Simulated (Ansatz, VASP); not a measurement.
Two plane-wave programs on ZnC4

```
CELL_PARAMETERS angstrom
4.18264 0.00000 0.00000
-2.09132 3.62227 0.00000
0.00000 0.00000 4.07847
ATOMIC_POSITIONS crystal
Zn 0.00000 0.00000 0.00000
C 0.50000 0.00000 0.00000
C 0.00000 0.50000 0.00000
C 0.50000 0.50000 0.00000
C 0.00000 0.00000 0.50000
```

Alike in both runs: functional PBE; k mesh 6 × 6 × 4; occupations gaussian, width 0.1 eV; no spin polarisation.

Ansatz relaxed the structure, and its values are those at the end. VASP's run is a single point on that final structure, the one shown.

|  | VASP | Ansatz |
| --- | --- | --- |
| version | VASP 6.6.1 | Ansatz 0.2.0 |
| potentials or method | VASP PAW PBE potentials, release 64 (Zn, C), cutoff 520 eV | scalar-relativistic, plane waves, PAW |
| valence electrons in the cell | 28 | 28 |

VASP gave:

```
gap on the k mesh at the Fermi level (eV) : none
pressure (GPa)                            : 0.5
```

Task: Estimate Ansatz's values.

Result: gap on the k mesh at the Fermi level (eV): none; pressure (GPa): 0.1.

A gap of «none» marks a metal or a gap that the smearing closes.

The k mesh is coarse, so the values compare programs but aren't converged.
